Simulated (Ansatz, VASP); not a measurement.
**CdTe in VASP and in Ansatz**

```
Cd Te
1.0
     3.09185    0.00000    0.00000
     0.00000    3.09185    0.00000
     0.00000    0.00000    6.38881
Cd Te
1 1
Direct
  0.00000 0.00000 0.50000
  0.00000 0.00000 0.00000
```

Alike in both runs: functional PBE; k mesh 5 × 5 × 4; occupations gaussian, width 0.2 eV; no spin polarisation.

Ansatz relaxed the structure, and its values are those at the end. VASP's run is a single point on that final structure, the one shown.

|  | VASP | Ansatz |
| --- | --- | --- |
| version | VASP 6.6.1 | Ansatz 0.2.0 |
| potentials or method | VASP PAW PBE potentials, release 64 (Cd, Te), cutoff 500 eV | scalar-relativistic, plane waves, PAW |
| valence electrons in the cell | 18 | 36 |

```csv
,VASP,Ansatz,Ansatz less VASP
gap on the k mesh at the Fermi level (eV),none,none,-
pressure (GPa),0.1,0.0,-0.06
```

A gap of «none» marks a metal or a gap that the smearing closes. With one functional, cell and mesh, what is left measures potentials, basis and numerics. VASP's potentials hold 18 valence electrons a cell and Ansatz's 36, so a difference there can come from the potentials and not from the codes.

The k mesh is coarse, so the values compare programs but aren't converged. Spin-orbit coupling is off throughout.
